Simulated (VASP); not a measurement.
Here is a VASP 6.6.1 calculation.

Contents of INCAR:

```
ALGO = Normal ; EDIFF = 1E-6
ENCUT = 520 ; GGA = PE
ISIF = 2 ; ISMEAR = 0
LASPH = T ; LCHARG = T
LELF = T ; LREAL = F
LVHAR = T ; LWAVE = F
NBANDS = 38 ; NELM = 100
PREC = Accurate ; SIGMA = 0.15
```

The input KPOINTS:

```
k-points
0
Gamma
  9 9 6
```

POSCAR

```
TaSi2
1.0
    4.8051009126      0.0180191284      0.0000000000
   -2.3869454333      4.1523298938      0.0000000000
    0.0000000000      0.0000000000      6.5988658829
Ta Si
3 6
Direct
    0.5000000000      0.0000000000      0.5000000000
    0.5000000000      0.5000000000      0.8333333333
    0.0000000000      0.5000000000      0.1666666667
    0.1589199925      0.3178399850      0.5000000000
    0.8410800075      0.1589199925      0.8333333333
    0.6821600150      0.8410800075      0.1666666667
    0.8410800075      0.6821600150      0.5000000000
    0.1589199925      0.8410800075      0.8333333333
    0.3178399850      0.1589199925      0.1666666667
```

Potentials or basis: VASP PAW PBE potentials, release 64 (Ta_pv, Si).

Command:

```bash
$ cat potpaw_PBE.64/Ta_pv/POTCAR potpaw_PBE.64/Si/POTCAR > POTCAR
$ mpirun -np 1 vasp_std > vasp.out
```

(1) What does it give for the pressure?

(2) What does it give for the band gap on the k mesh?

## Answers

(1) 0.1 GPa.

(2) zero (an odd number of electrons rules out a gap without spin polarisation).

Caveat: the cell differs from its parent crystal (strain +0.0075 x Voigt [0, 0, 0, 0, 0, 1]); spin-orbit coupling is left out, which moves the levels of the heavy elements.
